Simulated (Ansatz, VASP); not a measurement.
# One calculation of Pt, two programs

```xyz
1
Lattice="0.0000 1.9570 1.9570 1.9570 0.0000 1.9570 1.9570 1.9570 0.0000" Properties=species:S:1:pos:R:3 pbc="T T T"
Pt    0.0000    0.0000    0.0000
```

Alike in both runs: task single point; functional PBE; k mesh 8 × 8 × 8; occupations gaussian, width 0.1 eV; no spin polarisation.

```csv
,VASP,Ansatz
version,VASP 6.6.1,Ansatz 0.2.0
potentials or method,"VASP PAW PBE potentials, release 64 (Pt), cutoff 500 eV","scalar-relativistic, plane waves, PAW"
valence electrons in the cell,10,18
```

```tsv
	VASP	Ansatz	Ansatz less VASP
gap on the k mesh at the Fermi level (eV)	none	none	-
pressure (GPa)	10.7	11.3	+0.58
```

A gap of «none» marks a metal or a gap that the smearing closes. With one functional, cell and mesh, what is left measures potentials, basis and numerics. VASP's potentials hold 10 valence electrons a cell and Ansatz's 18, so a difference there can come from the potentials and not from the codes.

Spin-orbit coupling is off throughout.
